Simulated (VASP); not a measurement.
A run of VASP 6.6.1:

Contents of INCAR:

```
  ALGO = Normal
  EDIFF = 1E-6
  ENCUT = 520
  GGA = PS
  ISIF = 2
  ISMEAR = 0
  LASPH = T
  LCHARG = F
  LREAL = F
  LWAVE = F
  NBANDS = 8
  NELM = 60
  PREC = Accurate
  SIGMA = 0.15
```

Contents of KPOINTS:

```
k-points
0
Gamma
  33 33 14
```

POSCAR

```
B
1.0
    1.6513605685      0.0000000000      0.0000000000
   -0.8256802843      1.4301202032      0.0000000000
    0.0000000000      0.0000000000      3.6354228500
B
1
Direct
    0.0000000000      0.0000000000      0.0000000000
```

Potentials or basis: VASP PAW PBE potentials, release 64 (B).

Launch:

```sh
$ cat potpaw_PBE.64/B/POTCAR > POTCAR
$ mpirun -np 1 vasp_std > vasp.out
```

Hardware: 1 thread of Intel Xeon 6975P-C, on a shared host.

Q: How long does it take, and how much memory?

A: Run time: 21 s on 1 thread of Intel Xeon 6975P-C, with other jobs on the host, peak memory 0.15 GiB. Counts: scf iterations 12, k points 864.
